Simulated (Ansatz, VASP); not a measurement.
# Ta: VASP beside Ansatz

File INCAR:

```
SYSTEM = Ta
  PREC = Accurate
  ENCUT = 520
  EDIFF = 1E-6
  ISMEAR = 0
  SIGMA = 0.15
  LREAL = .FALSE.
  LASPH = .TRUE.
  NELM = 100
  ALGO = Fast
  ISIF = 2
  LWAVE = .FALSE.
  LCHARG = .FALSE.
  GGA = PS
  NBANDS = 12
```

The input KPOINTS:

```
Automatic mesh
0
G
  20 20 20
  0 0 0
```

POSCAR

```
Ta
1.0
   -1.7604573939      1.6402286350      1.5582172032
    1.7604573939     -1.6402286350      1.5582172032
    1.7604573939      1.6402286350     -1.5582172032
Ta
1
Direct
    0.0000000000      0.0000000000      0.0000000000
```

Input for Ansatz:

```yaml
crystal:
  lattice:
    - [-1.7604573939, 1.640228635, 1.5582172032]
    - [1.7604573939, -1.640228635, 1.5582172032]
    - [1.7604573939, 1.640228635, -1.5582172032]
  atoms:
    - { symbol: Ta, position: [0.0, 0.0, 0.0] }
basis:
  ecutwfc: 420
kpoints:
  mp_grid: { grid: [20, 20, 20] }
hamiltonian:
  xc: pbesol
  pseudopotentials: { kind: paw, azcp: { folder: soft_1 } }
scf:
  occupations: { method: gaussian, width: 0.15 }
output:
  forces: true
  stress: true
  eigenvalues: true
  write_density: true
  write_potential: true
  elf: true
  volumetric_format: npy
```

Change from the starting cell: normal strain along x +0.0733, normal strain along z -0.0500.

Alike in both runs: task single point; functional PBEsol; k mesh 20 × 20 × 20; occupations gaussian, width 0.15 eV; no spin polarisation.

```csv
,VASP,Ansatz
version,VASP 6.6.1,Ansatz 0.2.0
potentials or method,"VASP PAW PBE potentials, release 64 (Ta_pv), cutoff 520 eV","scalar-relativistic, plane waves, PAW"
valence electrons in the cell,11,13
```

|  | VASP | Ansatz | Ansatz less VASP |
| --- | --- | --- | --- |
| gap on the k mesh at the Fermi level (eV) | none | none | - |
| pressure (GPa) | -2.6 | -2.8 | -0.15 |
| traceless stress, the component that is largest in VASP (GPa) | -6.10 | -6.10 | +0.007 |

VASP's potentials were made for PBE, not for PBEsol, and Ansatz warns of the same on its side. A gap of «none» marks a metal or a gap that the smearing closes. The functional is the same, so the differences come from potentials, cutoffs and numerics. VASP's potentials hold 11 valence electrons a cell and Ansatz's 13, so a difference there can come from the potentials and not from the codes.

Spin-orbit coupling is off throughout.
